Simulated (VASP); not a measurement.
Here is a VASP 6.6.1 calculation.

File INCAR:

```
PREC = Accurate
ENCUT = 520
EDIFF = 1E-7
ISMEAR = 0
SIGMA = 0.15
LREAL = F
LASPH = T
NELM = 100
ALGO = Normal
ISIF = 2
LWAVE = F
LCHARG = F
GGA = PE
IVDW = 12
NBANDS = 18
```

File KPOINTS:

```
regular mesh
0
Gamma
  12 12 8
```

Contents of POSCAR:

```
PtSe2
1.0
    4.0543658486      0.0000000000      0.0000000000
   -2.0271829243      3.5111838211      0.0000000000
    0.0000000000      0.0000000000      4.8219239451
Pt Se
1 2
Direct
    0.0000000000      0.0000000000      0.0000000000
    0.3333333333      0.6666666667      0.2655211092
    0.6666666667      0.3333333333      0.7344788908
```

Potentials or basis: VASP PAW PBE potentials, release 64 (Pt, Se).

Run with:

```console
$ cat potpaw_PBE.64/Pt/POTCAR potpaw_PBE.64/Se/POTCAR > POTCAR
$ mpirun -np 1 vasp_std > vasp.out
```

(1) Predict the dispersion energy per atom.

(2) What does it give for the pressure?

(3) Estimate the band gap on the k mesh.

(4) Predict the largest force.

## Answers

(1) -0.423 eV.

(2) -14.0 GPa.

(3) zero (band 11 reaches 5.47 eV, above the bottom of band 12 at 4.68 eV).

(4) 0.959 eV/Å.

Caveat: the cell differs from its parent crystal (normal strain along x +0.0750, normal strain along y +0.0750); spin-orbit coupling is left out, which moves the levels of the heavy elements; pairwise dispersion overbinds metals, which lowers pressure and volume.
